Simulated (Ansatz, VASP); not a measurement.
## Ti: VASP beside Ansatz

```
CELL_PARAMETERS angstrom
-1.62764 1.62764 1.62764
1.62764 -1.62764 1.62764
1.62764 1.62764 -1.62764
ATOMIC_POSITIONS crystal
Ti 0.00000 0.00000 0.00000
```

Alike in both runs: functional PBE; k mesh 24 × 24 × 24; occupations gaussian, width 0.1 eV; no spin polarisation.

Ansatz relaxed the structure, and its values are those at the end. VASP's run is a single point on that final structure, the one shown.

```csv
,VASP,Ansatz
version,VASP 6.6.1,Ansatz 0.2.0
potentials or method,"VASP PAW PBE potentials, release 64 (Ti_sv), cutoff 520 eV","scalar-relativistic, plane waves, PAW"
valence electrons in the cell,12,12
```

```tsv
	VASP	Ansatz	Ansatz less VASP
gap on the k mesh at the Fermi level (eV)	none	none	-
pressure (GPa)	-0.2	0.0	+0.25
```

A gap of «none» marks a metal or a gap that the smearing closes. With one functional, cell and mesh, what is left measures potentials, basis and numerics.
